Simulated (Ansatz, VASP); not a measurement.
One calculation of PtS2, two programs

```
CELL_PARAMETERS angstrom
3.54153 0.00000 0.00000
-1.77076 3.06705 0.00000
0.00000 0.00000 22.46706
ATOMIC_POSITIONS crystal
S 0.66667 0.33333 0.20029
S 0.33333 0.66667 0.31083
S 0.50000 0.00000 0.47507
S 0.16667 0.33333 0.58562
Pt 0.00000 0.00000 0.25556
Pt 0.83333 0.66667 0.53035
```

Alike in both runs: task single point; functional PBE; dispersion D3(BJ); k mesh 9 × 9 × 1; occupations gaussian, width 0.05 eV; no spin polarisation.

|  | VASP | Ansatz |
| --- | --- | --- |
| version | VASP 6.6.1 | Ansatz 0.2.0 |
| potentials or method | VASP PAW PBE potentials, release 64 (S, Pt), cutoff 520 eV | scalar-relativistic, plane waves, PAW |
| valence electrons in the cell | 44 | 60 |

|  | VASP | Ansatz | Ansatz less VASP |
| --- | --- | --- | --- |
| gap on the k mesh at the Fermi level (eV) | 1.53 | 1.53 | -0.006 |
| least direct gap on the mesh (eV) | 1.63 | 1.62 | -0.006 |
| rms of the force components (eV/Å) | 0.024 | 0.025 | +0.0003 |

VASP's potentials hold 44 valence electrons a cell and Ansatz's 60, so a difference there can come from the potentials and not from the codes.

Neither program's run includes spin-orbit coupling.
